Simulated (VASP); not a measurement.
# HfO2 (Fm-3m) in VASP: notebook

HfO2 is run at these levels: r2SCAN; tasks: single point, relaxation of cell and atoms.

Everything below comes from runs of VASP 6.6.1. Logs are shortened: lines on timing, memory, paths and dates and some standing lists are left out, and cuts for length are marked.

## 1. The cell of the first run

Symmetry: Fm-3m, No. 225, cubic system. The conventional cell has a = 5.092 Å, b = 5.092 Å, c = 5.092 Å, α = 90.00°, β = 90.00°, γ = 90.00°. Hf (site symmetry m-3m) has 8 O at 2.21 Å within 2.9 Å. O (site symmetry -43m) has 4 Hf at 2.21 Å and 6 O at 2.55 Å within 2.9 Å.

## 2. Single point, r2SCAN

POSCAR

```
HfO2
1.0
    0.0000000000      2.5461456000      2.5461456000
    2.5461456000      0.0000000000      2.5461456000
    2.5461456000      2.5461456000      0.0000000000
Hf O
1 2
Direct
    0.0000000000      0.0000000000      0.0000000000
    0.2500000000      0.2500000000      0.2500000000
    0.7500000000      0.7500000000      0.7500000000
```

INCAR.step1

```
SYSTEM = HfO2
ALGO = Normal ; EDIFF = 1E-4
ENCUT = 520 ; GGA = PE
ISMEAR = -1 ; LASPH = .True.
LCHARG = .False. ; LREAL = .False.
LWAVE = .True. ; NBANDS = 18
NELM = 60 ; PREC = Accurate
SIGMA = 0.02
```

INCAR.step2

```
SYSTEM = HfO2
ALGO = Normal ; EDIFF = 1E-6
ENCUT = 520 ; ISIF = 2
ISMEAR = -1 ; ISTART = 1
LASPH = .True. ; LCHARG = .False.
LMIXTAU = .True. ; LREAL = .False.
LWAVE = .False. ; METAGGA = R2SCAN
NBANDS = 18 ; NELM = 60
PREC = Accurate ; SIGMA = 0.02
```

KPOINTS

```
k-points
0
Gamma
  10 10 10
  0 0 0
```

Potentials or basis: VASP PAW PBE potentials, release 64 (Hf_pv, O).

Command:

```bash
$ cat potpaw_PBE.64/Hf_pv/POTCAR potpaw_PBE.64/O/POTCAR > POTCAR
$ cp INCAR.step1 INCAR
$ mpirun -np 1 vasp_std > vasp.out
$ cp INCAR.step2 INCAR
$ mpirun -np 1 vasp_std > vasp.out
```

OUTCAR:

```text
SYSTEM = HfO2
   EDIFF = 1E-6
   ENCUT = 520
   ISIF = 2
   ISMEAR = -1
   ISTART = 1
   LASPH = .True.
   LREAL = .False.
   METAGGA = R2SCAN
   NELM = 60
   PREC = Accurate

 ion  position               nearest neighbor table
   1  0.000  0.000  0.000-   3 2.21   3 2.21   3 2.21   2 2.21   3 2.21   2 2.21   2 2.21   2 2.21

   2  0.250  0.250  0.250-   1 2.21   1 2.21   1 2.21   1 2.21
   3  0.750  0.750  0.750-   1 2.21   1 2.21   1 2.21   1 2.21

  LATTYP: Found a face centered cubic cell.
 ALAT       =     5.0922912000

  Lattice vectors:

 A1 = (   0.0000000000,   2.5461456000,   2.5461456000)
 A2 = (   2.5461456000,   0.0000000000,   2.5461456000)
 A3 = (   2.5461456000,   2.5461456000,   0.0000000000)

Analysis of symmetry for initial positions (statically):
=====================================================================
 Subroutine PRICEL returns:
 Original cell was already a primitive cell.

 Routine SETGRP: Setting up the symmetry group for a
 face centered cubic supercell.

 Subroutine GETGRP returns: Found 48 space group operations
 (whereof 48 operations were pure point group operations)
 out of a pool of 48 trial point group operations.

The static configuration has the point symmetry O_h .

Analysis of symmetry for dynamics (positions and initial velocities):
=====================================================================
 Subroutine PRICEL returns:
 Original cell was already a primitive cell.

 Routine SETGRP: Setting up the symmetry group for a
 face centered cubic supercell.

 Subroutine GETGRP returns: Found 48 space group operations
 (whereof 48 operations were pure point group operations)
 out of a pool of 48 trial point group operations.

The dynamic configuration has the point symmetry O_h .

 Subroutine INISYM returns: Found 48 space group operations
 (whereof 48 operations are pure point group operations),
 and found     1 'primitive' translations

----------------------------------------------------------------------------------------

                                     Primitive cell

  volume of cell :      33.0126

  direct lattice vectors                    reciprocal lattice vectors
     0.000000000  2.546145600  2.546145600    -0.196375258  0.196375258  0.196375258
     2.546145600  0.000000000  2.546145600     0.196375258 -0.196375258  0.196375258
     2.546145600  2.546145600  0.000000000     0.196375258  0.196375258 -0.196375258

  length of vectors
     3.600793639  3.600793639  3.600793639     0.340131925  0.340131925  0.340131925

  position of ions in fractional coordinates (direct lattice)
     0.000000000  0.000000000  0.000000000
     0.250000000  0.250000000  0.250000000
     0.750000000  0.750000000  0.750000000

  ion indices of the primitive-cell ions
   primitive index   ion index
                 1           1
                 2           2
                 3           3

----------------------------------------------------------------------------------------

 KPOINTS: k-points

Automatic generation of k-mesh.
 Grid dimensions read from file:
 generate k-points for:   10   10   10

 Generating k-lattice:

  Cartesian coordinates                     Fractional coordinates (reciprocal lattice)
    -0.019637526  0.019637526  0.019637526     0.100000000  0.000000000  0.000000000
     0.019637526 -0.019637526  0.019637526     0.000000000  0.100000000  0.000000000
     0.019637526  0.019637526 -0.019637526     0.000000000  0.000000000  0.100000000

  Length of vectors
     0.034013192  0.034013192  0.034013192

  Shift w.r.t. Gamma in fractional coordinates (k-lattice)
     0.000000000  0.000000000  0.000000000

 Subroutine IBZKPT returns following result:
 ===========================================

 Found     47 irreducible k-points:

 Following reciprocal coordinates:
            Coordinates               Weight
  0.000000  0.000000  0.000000      1.000000
  0.100000  0.000000  0.000000      8.000000
  0.200000  0.000000  0.000000      8.000000
  0.300000  0.000000  0.000000      8.000000
  0.400000  0.000000  0.000000      8.000000
  0.500000  0.000000  0.000000      4.000000
[... 16 lines left out ...]
  0.300000  0.300000  0.000000      6.000000
  0.400000  0.300000  0.000000     24.000000
 [... further k-points ...]
   k-points           NKPTS =     47   k-points in BZ     NKDIM =     47   number of bands    NBANDS=     18
   number of dos      NEDOS =    301   number of ions     NIONS =      3
   total plane-waves  NPLWV =  21952
   dimension x,y,z NGX =    28 NGY =   28 NGZ =   28
   dimension x,y,z NGXF=    56 NGYF=   56 NGZF=   56
   ions per type =               1   2
   NGX,Y,Z   is equivalent  to a cutoff of  12.93, 12.93, 12.93 a.u.
   NGXF,Y,Z  is equivalent  to a cutoff of  25.85, 25.85, 25.85 a.u.
 SYSTEM =  HfO2
   PREC   = accura    normal or accurate (medium, high low for compatibility)
   ISTART =      1    job   : 0-new  1-cont  2-samecut
   ICHARG =      0    charge: 1-file 2-atom 10-const
   ISPIN  =      1    spin polarized calculation?
   LNONCOLLINEAR =      F non collinear calculations
   LSORBIT =      F    spin-orbit coupling
   LASPH  =      T    aspherical Exc in radial PAW
   ENCUT  =  520.0 eV  38.22 Ry    6.18 a.u.   6.70  6.70  6.70*2*pi/ulx,y,z
   NELM   =     60;   NELMIN=  2; NELMDL=  0     # of ELM steps
   EDIFF  = 0.1E-05   stopping-criterion for ELM
   LREAL  =      F    real-space projection
   EDIFFG = 0.1E-04   stopping-criterion for IOM
   NSW    =      0    number of steps for IOM
   IBRION =     -1    ionic relax: 0-MD 1-quasi-New 2-CG
   NFREE  =      0    steps in history (QN), initial steepest desc. (CG)
   ISIF   =      2    stress and relaxation
   ISYM   =      2    0-nonsym 1-usesym 2-fastsym
   POTIM  = 0.5000    time-step for ionic-motion
   TEBEG  =    0.0;   TEEND  =   0.0 temperature during run
   PSTRESS=    0.0 pullay stress
   NELECT =      22.0000    total number of electrons
   NUPDOWN=      -1.0000    fix difference up-down
   EMIN   =  10.00;   EMAX   =-10.00  energy-range for DOS
   EFERMI =   0.00;   METHOD = LEGACY
   ISMEAR =    -1;   SIGMA  =   0.02  broadening in eV -4-tet -1-fermi 0-gaus
   EFERMI_NEDOS =   21; number of points for ismear=-14 and -15
   IALGO  =     38    algorithm
   IMIX   =      4    mixing-type and parameters
     AMIX     =   0.40;   BMIX     =  1.00
     AMIX_MAG =   1.60;   BMIX_MAG =  1.00
  volume/ion in A,a.u.               =      11.00        74.26
  Fermi-wavevector in a.u.,A,eV,Ry     =   1.429955  2.702224 27.820818  2.044772
  Thomas-Fermi vector in A             =   2.549853
   LORBIT       =      0    0 simple, 1 ext, 2 COOP (PROOUT), +10 PAW based schemes
   METAGGA = R2SCAN    functional components
   LHFCALC =     F    Hartree Fock is set to
   AEXX    =    0.0000 exact exchange contribution
   IVDW    =     0    specifies the selected vdW correction
   LEPSILON=     F    determine dielectric tensor
   LRPA    =     F    only Hartree local field effects (RPA)
 non-spin polarized calculation
  energy-cutoff  :      520.00
  volume of cell :       33.01
 maximum number of plane-waves:       908
   NGX = 13   NGY = 13   NGZ = 13

 number of electron      21.9999992 magnetization

 Free energy of the ion-electron system (eV)
  ---------------------------------------------------
  ext. energy  EPLUGINS =         0.00000000
  ---------------------------------------------------
  free energy    TOTEN  =       -68.52206694 eV

  energy without entropy =      -68.52206694  energy(sigma->0) =      -68.52206694

 E-fermi :   4.3108     XC(G=0): -12.5018

 val. band max:        3.7991089396   @ k =   0.5000   0.5000   0.0000
 cond. band min:       8.0549661553   @ k =   0.5000   0.5000   0.0000
 fundamental gap:      4.2558572158
 Fermi energy:         4.3108193443

 k-point     1 :       0.0000    0.0000    0.0000
  band No.  band energies     occupation
      1     -26.9247      2.00000
      2     -26.9247      2.00000
      3     -26.9247      2.00000
      4     -15.8476      2.00000
      5     -12.9103      2.00000
      6      -1.5591      2.00000
[... 10 lines left out ...]
     17      14.6253      0.00000
     18      16.3784      0.00000

 k-point     2 :       0.1000    0.0000    0.0000
  band No.  band energies     occupation
      1     -26.9670      2.00000
      2     -26.9292      2.00000
      3     -26.9292      2.00000
      4     -15.7165      2.00000
      5     -13.0173      2.00000
      6      -1.4614      2.00000
[... 10 lines left out ...]
     17      14.4457      0.00000
     18      16.3773      0.00000

 k-point     3 :       0.2000    0.0000    0.0000
  band No.  band energies     occupation
      1     -27.0749      2.00000
      2     -26.9408      2.00000
      3     -26.9408      2.00000
      4     -15.3754      2.00000
      5     -13.2698      2.00000
      6      -1.1994      2.00000
[... 10 lines left out ...]
     17      14.0633      0.00000
     18      16.3741      0.00000

 k-point     4 :       0.3000    0.0000    0.0000
  band No.  band energies     occupation
      1     -27.2029      2.00000
      2     -26.9552      2.00000
      3     -26.9552      2.00000
      4     -14.9753      2.00000
      5     -13.5146      2.00000
      6      -0.8662      2.00000
[... 10 lines left out ...]
     17      13.7777      0.00000
     18      16.3580      0.00000

 k-point     5 :       0.4000    0.0000    0.0000
  band No.  band energies     occupation
      1     -27.3024      2.00000
      2     -26.9667      2.00000
      3     -26.9667      2.00000
      4     -14.7136      2.00000
      5     -13.6147      2.00000
      6      -0.5969      2.00000
[... 10 lines left out ...]
     17      13.7439      0.00000
     18      16.3502      0.00000

 k-point     6 :       0.5000    0.0000    0.0000
  band No.  band energies     occupation
      1     -27.3395      2.00000
      2     -26.9711      2.00000
      3     -26.9711      2.00000
      4     -14.6466      2.00000
      5     -13.6113      2.00000
      6      -0.4972      2.00000
[... 10 lines left out ...]
     17      13.5951      0.00000
     18      16.3587      0.00000

 k-point     7 :       0.1000    0.1000    0.0000
  band No.  band energies     occupation
      1     -26.9711      2.00000
      2     -26.9357      2.00000
      3     -26.9357      2.00000
      4     -15.6712      2.00000
      5     -13.0528      2.00000
      6      -1.4539      2.00000
[... 10 lines left out ...]
     17      14.4118      0.00000
     18      16.3766      0.00000

 k-point     8 :       0.2000    0.1000    0.0000
  band No.  band energies     occupation
      1     -27.0513      2.00000
      2     -26.9490      2.00000
      3     -26.9465      2.00000
      4     -15.3951      2.00000
      5     -13.2577      2.00000
      6      -1.2676      2.00000
[... 10 lines left out ...]
     17      14.1697      0.00000
     18      16.3746      0.00000
[... 229 lines left out ...]
     17      15.0392      0.00000
     18      16.3661      0.00000

 k-point    20 :      -0.4000    0.2000    0.0000
  band No.  band energies     occupation
      1     -27.2838      2.00000
      2     -27.0837      2.00000
      3     -26.9865      2.00000
      4     -14.3607      2.00000
      5     -13.7693      2.00000
      6      -1.1414      2.00000
[... 10 lines left out ...]
     17      15.1071      0.00000
     18      16.3648      0.00000

 k-point    21 :      -0.3000    0.2000    0.0000
  band No.  band energies     occupation
      1     -27.2413      2.00000
      2     -27.0757      2.00000
      3     -26.9713      2.00000
      4     -14.4777      2.00000
      5     -13.7655      2.00000
      6      -1.1400      2.00000
[... 10 lines left out ...]
     17      15.0551      0.00000
     18      16.3665      0.00000

 k-point    22 :      -0.2000    0.2000    0.0000
  band No.  band energies     occupation
      1     -27.1840      2.00000
      2     -27.0311      2.00000
      3     -26.9547      2.00000
      4     -14.7871      2.00000
      5     -13.6301      2.00000
      6      -1.1663      2.00000
[... 10 lines left out ...]
     17      14.4841      0.00000
     18      16.3711      0.00000

 k-point    23 :       0.3000    0.3000    0.0000
  band No.  band energies     occupation
      1     -27.2249      2.00000
      2     -26.9995      2.00000
      3     -26.9995      2.00000
      4     -14.5655      2.00000
      5     -13.7757      2.00000
      6      -1.0353      2.00000
[... 10 lines left out ...]
     17      13.3515      0.00000
     18      16.3727      0.00000

 k-point    24 :       0.4000    0.3000    0.0000
  band No.  band energies     occupation
      1     -27.2800      2.00000
      2     -27.0288      2.00000
      3     -27.0127      2.00000
      4     -14.2589      2.00000
      5     -13.9255      2.00000
      6      -1.6212      2.00000
[... 10 lines left out ...]
     17      14.6529      0.00000
     18      16.3736      0.00000

 [... further k-points ...]
[... 5 lines left out ...]
  --------------------------------------------------------------------------------------
  -------------------------------------------------------------------------------------
  Total       -1.8445594     -1.8445594     -1.8445594      0.0000000      0.0000000     -0.0000000
  in kB      -89.5207139    -89.5207139    -89.5207139      0.0000000      0.0000000     -0.0000000
  external PRESSURE =     -89.5207139 kB  Pullay stress =       0.0000000 kB

 VOLUME and BASIS-vectors are now :
 -----------------------------------------------------------------------------
  energy-cutoff  :      520.00
  volume of cell :       33.01
      direct lattice vectors                 reciprocal lattice vectors
     0.000000000  2.546145600  2.546145600    -0.196375258  0.196375258  0.196375258
     2.546145600  0.000000000  2.546145600     0.196375258 -0.196375258  0.196375258
     2.546145600  2.546145600  0.000000000     0.196375258  0.196375258 -0.196375258

 POSITION                                       TOTAL-FORCE (eV/Angst)
 -----------------------------------------------------------------------------------
      0.00000      0.00000      0.00000        -0.000000     -0.000000     -0.000000
      1.27307      1.27307      1.27307         0.000000      0.000000      0.000000
      3.81922      3.81922      3.81922        -0.000000     -0.000000     -0.000000
 -----------------------------------------------------------------------------------
    total drift:                                0.000000      0.000000      0.000000

  FREE ENERGIE OF THE ION-ELECTRON SYSTEM (eV)
  ---------------------------------------------------
  free  energy   TOTEN  =       -68.5220669409 eV

  energy  without entropy=      -68.5220669409  energy(sigma->0) =      -68.52206694
```

It took 75 s on 1 thread of Intel Xeon Platinum 8488C (Sapphire Rapids), shared host; peak memory 0.18 GiB.

What came out:

* Free energy: -68.5221 eV
* Pressure: -9.0 GPa
* Band gap on the k mesh: 4.26 eV, direct

Caveat: the PAW data sets were made with another functional, which shifts forces and pressure a little; spin-orbit coupling is left out, which moves the levels of the heavy elements. A k mesh can miss the band edges.

(Continued in part 2 of 3.)
